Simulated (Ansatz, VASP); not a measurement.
**One calculation of In, two programs**

```
CELL_PARAMETERS angstrom
-1.60350 1.60350 2.44027
1.60350 -1.60350 2.44027
1.60350 1.60350 -2.44027
ATOMIC_POSITIONS crystal
In 0.00000 0.00000 0.00000
```

Change from the starting cell: volume scaled by 0.96.

Alike in both runs: task relaxation of cell and atoms; functional BLYP; dispersion D4; k mesh 11 × 11 × 11; no spin polarisation.

|  | VASP | Ansatz |
| --- | --- | --- |
| version | VASP 6.6.1 | Ansatz 0.2.0 |
| potentials or method | VASP PAW PBE potentials, release 64 (In_d), cutoff 600 eV | all-electron LAPW, inner shells corrected to Dirac's equation |
| occupations | methfessel-paxton of order 1, width 0.01 eV | cold, width 0.01 eV |

```csv
,VASP,Ansatz,Ansatz less VASP
relaxed volume (Å³/atom),27.74,27.76,+0.018
relaxed length of the cell vector where the two differ most in proportion (Å),3.475,3.473,-0.0025
```

VASP's potentials were made for PBE, not for BLYP. Ansatz ran all-electron here, and VASP with PAW potentials.
